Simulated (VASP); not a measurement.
# AlRu (Cmmm) in VASP: further runs

Runs on AlRu. Level: PBEsol. Tasks: single point.

All numbers are computed with VASP 6.6.1; they aren't measurements. Logs are shortened: lines on timing, memory, paths and dates and some standing lists are left out, and cuts for length are marked.

## Step 1: The cell of the first run

The structure is orthorhombic, space group Cmmm (No. 65). The conventional cell has a = 4.104 Å, b = 4.358 Å, c = 2.992 Å, α = 90.00°, β = 90.00°, γ = 90.00°. Al (site symmetry mmm) has 8 Ru at 2.54 to 2.64 Å and 6 Al at 2.99 Å within 3.4 Å. Within 3.4 Å of Ru (site symmetry mmm) lie 8 Al at 2.54 to 2.64 Å and 6 Ru at 2.99 Å.

## Step 2: Single point, PBEsol (strain -0.0600 x Voigt [0, 0, 0, 0, 1, 0])

Input file INCAR:

```
ALGO     = Fast           # electronic algorithm
EDIFF    = 1E-6           # SCF threshold, eV
ENCUT    = 520            # plane-wave cutoff, eV
GGA      = PS             # functional
ISIF     = 2              # what is computed and relaxed
ISMEAR   = 0              # smearing method
LASPH    = T              # aspherical terms in the spheres
LCHARG   = F              # write CHGCAR
LREAL    = F              # projectors in reciprocal space
LWAVE    = F              # write WAVECAR
NBANDS   = 16             # bands
NELM     = 100            # most SCF steps
PREC     = Accurate       # precision mode
SIGMA    = 0.15           # smearing width, eV
```

Input file KPOINTS:

```
k-points
0
Gamma
  16 16 16
```

Input file POSCAR:

```
AlRu
1.0
    2.9916000000      0.0000000000     -0.0897480000
    0.0000000000      2.9916000000      0.0000000000
   -0.0897480000      0.0000000000      2.9916000000
Al Ru
1 1
Direct
    0.0000000000      0.0000000000      0.0000000000
    0.5000000000      0.5000000000      0.5000000000
```

Potentials or basis: VASP PAW PBE potentials, release 64 (Al, Ru_pv).

The run is started by

```bash
$ cat potpaw_PBE.64/Al/POTCAR potpaw_PBE.64/Ru_pv/POTCAR > POTCAR
$ mpirun -np 1 vasp_std > vasp.out
```

OUTCAR:

```text
EDIFF = 1E-6
   ENCUT = 520
   GGA = PS
   ISIF = 2
   ISMEAR = 0
   LASPH = T
   LREAL = F
   NELM = 100
   PREC = Accurate

 ion  position               nearest neighbor table
   1  0.000  0.000  0.000-   2 2.54   2 2.54   2 2.54   2 2.54   2 2.64   2 2.64   2 2.64   2 2.64

   2  0.500  0.500  0.500-   1 2.54   1 2.54   1 2.54   1 2.54   1 2.64   1 2.64   1 2.64   1 2.64

  LATTYP: Found a base centered orthorhombic cell.
 ALAT       =     4.1038384544
 B/A-ratio  =     1.0618556701
 C/A-ratio  =     0.7289760631

  Lattice vectors:

 A1 = (  -0.0897480000,   0.0000000000,   2.9916000000)
 A2 = (   2.9916000000,   0.0000000000,  -0.0897480000)
 A3 = (   0.0000000000,   2.9916000000,   0.0000000000)

Analysis of symmetry for initial positions (statically):
=====================================================================
 Subroutine PRICEL returns:
 Original cell was already a primitive cell.

 Routine SETGRP: Setting up the symmetry group for a
 base centered orthorhombic supercell.

 Subroutine GETGRP returns: Found  8 space group operations
 (whereof  8 operations were pure point group operations)
 out of a pool of  8 trial point group operations.

The static configuration has the point symmetry D_2h.

Analysis of symmetry for dynamics (positions and initial velocities):
=====================================================================
 Subroutine PRICEL returns:
 Original cell was already a primitive cell.

 Routine SETGRP: Setting up the symmetry group for a
 base centered orthorhombic supercell.

 Subroutine GETGRP returns: Found  8 space group operations
 (whereof  8 operations were pure point group operations)
 out of a pool of  8 trial point group operations.

The dynamic configuration has the point symmetry D_2h.

 Subroutine INISYM returns: Found  8 space group operations
 (whereof  8 operations are pure point group operations),
 and found     1 'primitive' translations

----------------------------------------------------------------------------------------

                                     Primitive cell

  volume of cell :      26.7497

  direct lattice vectors                    reciprocal lattice vectors
     2.991600000  0.000000000 -0.089748000     0.334570401  0.000000000  0.010037112
     0.000000000  2.991600000  0.000000000     0.000000000  0.334269287  0.000000000
    -0.089748000  0.000000000  2.991600000     0.010037112  0.000000000  0.334570401

  length of vectors
     2.992945917  2.991600000  2.992945917     0.334720924  0.334269287  0.334720924

  position of ions in fractional coordinates (direct lattice)
[... 82 lines left out ...]
   NSW    =      0    number of steps for IOM
   IBRION =     -1    ionic relax: 0-MD 1-quasi-New 2-CG
   NFREE  =      0    steps in history (QN), initial steepest desc. (CG)
   ISIF   =      2    stress and relaxation
   ISYM   =      2    0-nonsym 1-usesym 2-fastsym
   POTIM  = 0.5000    time-step for ionic-motion
   TEBEG  =    0.0;   TEEND  =   0.0 temperature during run
   PSTRESS=    0.0 pullay stress
   NELECT =      17.0000    total number of electrons
   NUPDOWN=      -1.0000    fix difference up-down
   EMIN   =  10.00;   EMAX   =-10.00  energy-range for DOS
   EFERMI =   0.00;   METHOD = LEGACY
   ISMEAR =     0;   SIGMA  =   0.15  broadening in eV -4-tet -1-fermi 0-gaus
   EFERMI_NEDOS =   21; number of points for ismear=-14 and -15
   IALGO  =     68    algorithm
   IMIX   =      4    mixing-type and parameters
     AMIX     =   0.40;   BMIX     =  1.00
     AMIX_MAG =   1.60;   BMIX_MAG =  1.00
  volume/ion in A,a.u.               =      13.37        90.26
  Fermi-wavevector in a.u.,A,eV,Ry     =   1.407509  2.659807 26.954265  1.981083
  Thomas-Fermi vector in A             =   2.529761
   LORBIT       =      0    0 simple, 1 ext, 2 COOP (PROOUT), +10 PAW based schemes
   GGA     = PS    functional components
   LHFCALC =     F    Hartree Fock is set to
   AEXX    =    0.0000 exact exchange contribution
   IVDW    =     0    specifies the selected vdW correction
   LEPSILON=     F    determine dielectric tensor
   LRPA    =     F    only Hartree local field effects (RPA)
 non-spin polarized calculation
 RMM-DIIS sequential band-by-band and
 Gauss-broadening in eV      SIGMA  =   0.15
  energy-cutoff  :      520.00
  volume of cell :       26.75
 maximum number of plane-waves:       748
 NGX is ok and might be reduce to    24
   NGX = 11   NGY = 11   NGZ = 11

 number of electron      16.9999996 magnetization

 Free energy of the ion-electron system (eV)
  ---------------------------------------------------
  ext. energy  EPLUGINS =         0.00000000
  ---------------------------------------------------
  free energy    TOTEN  =       -15.48477944 eV

  energy without entropy =      -15.46589517  energy(sigma->0) =      -15.47533731

 E-fermi :  10.6219     XC(G=0): -12.6897

 val. band max:       10.6213527626   @ k =   0.4375   0.3750   0.2500
 cond. band min:      10.6221383572   @ k =   0.3750   0.0625   0.1250
 fundamental gap:      0.0007855945
 Fermi energy:        10.6218954213

 k-point     1 :       0.0000    0.0000    0.0000
  band No.  band energies     occupation
      1     -31.1074      2.00000
      2     -31.1050      2.00000
      3     -31.0880      2.00000
      4       0.9226      2.00000
      5       7.0029      2.00000
      6       7.0372      2.00000
[... 433 lines left out ...]
      3     -31.0828      2.00000
      4       2.9302      2.00000
      5       6.9468      2.00000
      6       7.6534      2.00000
[... 8 lines left out ...]
     15      24.6358      0.00000
     16      24.9545      0.00000

 [... further k-points ...]

------------------------ aborting loop because EDIFF is reached ----------------------------------------

  FORCE on cell =-STRESS in cart. coord.  units (eV):
  Direction    XX          YY          ZZ          XY          YZ          ZX
  --------------------------------------------------------------------------------------
  -------------------------------------------------------------------------------------
  Total       -0.4235632     -0.4144129     -0.4235632      0.0000000      0.0000000      1.2933569
  in kB      -25.3693472    -24.8212896    -25.3693472      0.0000000      0.0000000     77.4656964
  external PRESSURE =     -25.1866614 kB  Pullay stress =       0.0000000 kB

 VOLUME and BASIS-vectors are now :
 -----------------------------------------------------------------------------
  energy-cutoff  :      520.00
  volume of cell :       26.75
      direct lattice vectors                 reciprocal lattice vectors
     2.991600000  0.000000000 -0.089748000     0.334570401  0.000000000  0.010037112
     0.000000000  2.991600000  0.000000000     0.000000000  0.334269287  0.000000000
    -0.089748000  0.000000000  2.991600000     0.010037112  0.000000000  0.334570401

 POSITION                                       TOTAL-FORCE (eV/Angst)
 -----------------------------------------------------------------------------------
      0.00000      0.00000      0.00000        -0.000000      0.000000      0.000000
      1.45093      1.49580      1.45093         0.000000      0.000000      0.000000
 -----------------------------------------------------------------------------------
    total drift:                                0.000000     -0.000000     -0.000000

  FREE ENERGIE OF THE ION-ELECTRON SYSTEM (eV)
  ---------------------------------------------------
  free  energy   TOTEN  =       -15.4847794433 eV

  energy  without entropy=      -15.4658951683  energy(sigma->0) =      -15.47533731
```

stdout:

```text
POSCAR found type information on POSCAR AlRu
 POSCAR found :  2 types and       2 ions
 scaLAPACK will be used
 -----------------------------------------------------------------------------
|                                                                             |
|                                                                             |
|     You enforced a specific xc type in the INCAR file but a different       |
|     I HOPE YOU KNOW WHAT YOU ARE DOING!                                     |
|                                                                             |
 -----------------------------------------------------------------------------

 LDA part: xc-table for (Slater+PW92), standard interpolation
 POSCAR, INCAR and KPOINTS ok, starting setup
 FFT: planning ... GRIDC
 FFT: planning ... GRID_SOFT
 FFT: planning ... GRID
 WAVECAR not read
 entering main loop
```

Wall time 2.5 min (1 thread of Intel Xeon Platinum 8259CL at 2.50GHz (Skylake/Cascade Lake), shared host); peak memory 0.37 GiB.

Results:

```
Free energy            : -15.4848 eV
Pressure               : -2.5 GPa
Band gap on the k mesh : zero (an odd number of electrons rules out a gap without spin polarisation)
```

Caveat: the cell differs from its parent crystal (strain -0.0600 x Voigt [0, 0, 0, 0, 1, 0]); the PAW data sets were made with another functional, which shifts forces and pressure a little.

## Step 3: Single point, PBEsol (strain +0.0450 x Voigt [0, 0, 0, 0, 1, 0])

Input file INCAR:

```
SYSTEM = AlRu
PREC = Accurate
ENCUT = 520
EDIFF = 1E-6
ISMEAR = 0
SIGMA = 0.15
LREAL = .FALSE.
LASPH = .TRUE.
NELM = 100
ALGO = Fast
ISIF = 2
LWAVE = .FALSE.
LCHARG = .FALSE.
GGA = PS
NBANDS = 16
```

Input file KPOINTS:

```
Automatic mesh
0
G
  16 16 16
  0 0 0
```

Input file POSCAR:

```
AlRu
1.0
    2.9916000000      0.0000000000      0.0673110000
    0.0000000000      2.9916000000      0.0000000000
    0.0673110000      0.0000000000      2.9916000000
Al Ru
1 1
Direct
    0.0000000000      0.0000000000      0.0000000000
    0.5000000000      0.5000000000      0.5000000000
```

Potentials or basis: VASP PAW PBE potentials, release 64 (Al, Ru_pv).

The run is started by

```bash
$ cat potpaw_PBE.64/Al/POTCAR potpaw_PBE.64/Ru_pv/POTCAR > POTCAR
$ mpirun -np 1 vasp_std > vasp.out
```

OUTCAR:

```text
SYSTEM = AlRu
   PREC = Accurate
   ENCUT = 520
   EDIFF = 1E-6
   ISMEAR = 0
   LREAL = .FALSE.
   LASPH = .TRUE.
   NELM = 100
   ISIF = 2
   GGA = PS

 ion  position               nearest neighbor table
   1  0.000  0.000  0.000-   2 2.55   2 2.55   2 2.55   2 2.55   2 2.63   2 2.63   2 2.63   2 2.63

   2  0.500  0.500  0.500-   1 2.55   1 2.55   1 2.55   1 2.55   1 2.63   1 2.63   1 2.63   1 2.63

  LATTYP: Found a base centered orthorhombic cell.
 ALAT       =     4.1355691641
 B/A-ratio  =     1.0460358056
 C/A-ratio  =     0.7233828964

  Lattice vectors:

 A1 = (  -2.9916000000,   0.0000000000,  -0.0673110000)
 A2 = (   0.0673110000,   0.0000000000,   2.9916000000)
 A3 = (   0.0000000000,   2.9916000000,   0.0000000000)

Analysis of symmetry for initial positions (statically):
=====================================================================
 Subroutine PRICEL returns:
 Original cell was already a primitive cell.

 Routine SETGRP: Setting up the symmetry group for a
 base centered orthorhombic supercell.

 Subroutine GETGRP returns: Found  8 space group operations
 (whereof  8 operations were pure point group operations)
 out of a pool of  8 trial point group operations.
[... 159 lines left out ...]
  ---------------------------------------------------
  free energy    TOTEN  =       -15.50159998 eV

  energy without entropy =      -15.48267008  energy(sigma->0) =      -15.49213503

 E-fermi :  10.6188     XC(G=0): -12.6885

 val. band max:       10.6185612258   @ k =  -0.3750   0.1250   0.0625
 cond. band min:      10.6191234099   @ k =   0.5000   0.4375   0.1250
 fundamental gap:      0.0005621841
 Fermi energy:        10.6187816728

 k-point     1 :       0.0000    0.0000    0.0000
  band No.  band energies     occupation
      1     -31.1114      2.00000
      2     -31.1084      2.00000
      3     -31.0973      2.00000
      4       0.9185      2.00000
      5       7.0041      2.00000
      6       7.0233      2.00000
[... 433 lines left out ...]
      3     -31.0894      2.00000
      4       2.9238      2.00000
      5       6.9422      2.00000
      6       7.6545      2.00000
[... 8 lines left out ...]
     15      24.6585      0.00000
     16      24.9563      0.00000

 [... further k-points ...]
[... 5 lines left out ...]
  --------------------------------------------------------------------------------------
  -------------------------------------------------------------------------------------
  Total       -0.4769483     -0.4709690     -0.4769483      0.0000000      0.0000000     -0.9723784
  in kB      -28.5555981    -28.1976093    -28.5555981      0.0000000      0.0000000    -58.2177231
  external PRESSURE =     -28.4362685 kB  Pullay stress =       0.0000000 kB

 VOLUME and BASIS-vectors are now :
 -----------------------------------------------------------------------------
  energy-cutoff  :      520.00
  volume of cell :       26.76
      direct lattice vectors                 reciprocal lattice vectors
     2.991600000  0.000000000  0.067311000     0.334438597  0.000000000 -0.007524868
     0.000000000  2.991600000  0.000000000     0.000000000  0.334269287  0.000000000
     0.067311000  0.000000000  2.991600000    -0.007524868  0.000000000  0.334438597

 POSITION                                       TOTAL-FORCE (eV/Angst)
 -----------------------------------------------------------------------------------
      0.00000      0.00000      0.00000         0.000000      0.000000      0.000000
      1.52946      1.49580      1.52946        -0.000000      0.000000      0.000000
 -----------------------------------------------------------------------------------
    total drift:                                0.000000     -0.000000     -0.000000

  FREE ENERGIE OF THE ION-ELECTRON SYSTEM (eV)
  ---------------------------------------------------
  free  energy   TOTEN  =       -15.5015999777 eV

  energy  without entropy=      -15.4826700787  energy(sigma->0) =      -15.49213503
```

OSZICAR:

```text
N       E                     dE             d eps       ncg     rms          rms(c)
DAV:   1     0.115127312002E+03    0.11513E+03   -0.91480E+03 21568   0.987E+02
DAV:   2    -0.144157625111E+02   -0.12954E+03   -0.12337E+03 24736   0.293E+02
DAV:   3    -0.162780822207E+02   -0.18623E+01   -0.18565E+01 26840   0.367E+01
DAV:   4    -0.162915123740E+02   -0.13430E-01   -0.13412E-01 26632   0.328E+00
DAV:   5    -0.162917018652E+02   -0.18949E-03   -0.18924E-03 25448   0.374E-01    0.132E+01
RMM:   6    -0.156025127688E+02    0.68919E+00   -0.23342E+00 21609   0.118E+01    0.239E+00
RMM:   7    -0.155200084235E+02    0.82504E-01   -0.14517E-01 22287   0.310E+00    0.200E+00
RMM:   8    -0.155019037714E+02    0.18105E-01   -0.17376E-02 23246   0.932E-01    0.201E-01
RMM:   9    -0.155016061429E+02    0.29763E-03   -0.13327E-03 24136   0.302E-01    0.132E-01
RMM:  10    -0.155016003482E+02    0.57947E-05   -0.18762E-04 25475   0.126E-01    0.324E-02
RMM:  11    -0.155016013870E+02   -0.10388E-05   -0.46470E-05 25281   0.576E-02    0.216E-02
RMM:  12    -0.155015998802E+02    0.15068E-05   -0.12644E-05 25854   0.302E-02    0.127E-02
RMM:  13    -0.155015999777E+02   -0.97500E-07   -0.21567E-06 20077   0.132E-02
   1 F= -.15501600E+02 E0= -.15492135E+02  d E =-.189299E-01
```

Wall time 2.1 min (1 thread of Intel Xeon Platinum 8259CL at 2.50GHz (Skylake/Cascade Lake), shared host); peak memory 0.37 GiB.

Results:

| Quantity | Value |
| --- | --- |
| Free energy | -15.5016 eV |
| Pressure | -2.8 GPa |
| Band gap on the k mesh | zero (an odd number of electrons rules out a gap without spin polarisation) |

Stress tensor (GPa, compression positive):
```
-2.86  0.00 -5.82
 0.00 -2.82  0.00
-5.82  0.00 -2.86
```

Caveat: the cell differs from its parent crystal (strain +0.0450 x Voigt [0, 0, 0, 0, 1, 0]); the PAW data sets were made with another functional, which shifts forces and pressure a little.

(Continued in part 2 of 2.)
